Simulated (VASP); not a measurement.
Wanted: the native input for a VASP 6.6.1 run.

* Task: single point
* Functional: PBEsol
* Potentials or basis: VASP PAW PBE potentials, release 64 (Ca_sv, O)
* Cutoff: 600 eV
* k mesh: 8 × 8 × 8
* Occupations: gaussian, width 0.1 eV
* Spin: no spin polarisation
* Hubbard terms: O p U = 8.0 eV
* Dipole correction: no
* Further INCAR settings: ALGO = Normal; EDIFF = 1e-06; NBANDS = 15

The structure of CaO lies in POSCAR:

```
CaO
1.0
    0.0000000000      2.3402096034      2.3402096034
    2.3402096034      0.0000000000      2.3402096034
    2.3402096034      2.3402096034      0.0000000000
Ca O
1 1
Direct
    0.0000000000      0.0000000000      0.0000000000
    0.5000000000      0.5000000000      0.5000000000
```

The input as run:

INCAR

```
SYSTEM = CaO
  PREC = Accurate
  ENCUT = 600
  EDIFF = 1E-6
  ISMEAR = 0
  SIGMA = 0.1
  LREAL = .False.
  LASPH = .True.
  NELM = 200
  ALGO = Normal
  ISIF = 2
  LWAVE = .False.
  LCHARG = .False.
  LDAU = .True.
  LDAUTYPE = 2
  LDAUL = -1 1
  LDAUU = 0 8
  LDAUJ = 0 0
  LDAUPRINT = 1
  GGA = PS
  NBANDS = 15
  GGA_COMPAT = .False.
```

KPOINTS

```
Automatic mesh
0
Gamma
  8 8 8
  0 0 0
```

Potentials or basis: VASP PAW PBE potentials, release 64 (Ca_sv, O).

Run with:

```bash
$ cat potpaw_PBE.64/Ca_sv/POTCAR potpaw_PBE.64/O/POTCAR > POTCAR
$ mpirun -np 1 vasp_std > vasp.out
```

Results of the run:

| Item | Value |
| --- | --- |
| Pressure | 5.8 GPa |
| Band gap on the k mesh | 3.67 eV (least direct gap 4.02 eV) |

Caveat: the cell stands under pressure; the PAW data sets were made with another functional, which shifts forces and pressure a little.

It took 26 s on 1 thread of Intel Xeon 8259CL, on a shared host, peak memory 0.16 GiB.
